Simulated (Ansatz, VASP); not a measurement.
Al in VASP and in Ansatz

```xyz
6
Lattice="2.8684 0.0000 0.0000 -1.4342 2.4841 0.0000 0.0000 0.0000 13.9427" Properties=species:S:1:pos:R:3 pbc="T T T"
Al    0.0000    0.0000    0.0000
Al    1.4342    0.8280   11.6468
Al    0.0000    0.0000    9.3088
Al    1.4342    0.8280    6.9714
Al    0.0000    0.0000    4.6340
Al    1.4342    0.8280    2.2959
```

Alike in both runs: task relaxation of cell and atoms; functional PBE; k mesh 18 × 18 × 4; occupations gaussian, width 0.1 eV; no spin polarisation.

```csv
,VASP,Ansatz
version,VASP 6.6.1,Ansatz 0.2.0
potentials or method,"VASP PAW PBE potentials, release 64 (Al), cutoff 600 eV","scalar-relativistic, plane waves, PAW"
valence electrons in the cell,18,18
```

VASP gave:

```
gap on the k mesh at the Fermi level, each at its own relaxed structure (eV) : none
relaxed volume (Å³/atom)                                                     : 16.63
relaxed cell length with the largest relative difference (Å)                 : 2.856
```

Problem. What did Ansatz give for the same quantities?

Solution. gap on the k mesh at the Fermi level, each at its own relaxed structure (eV): none; relaxed volume (Å³/atom): 16.64; relaxed cell length with the largest relative difference (Å): 2.857.

A gap of «none» marks a metal or a gap that the smearing closes.

Noted on VASP's run: too few bands were computed for a metal, which touches its energy and stress.
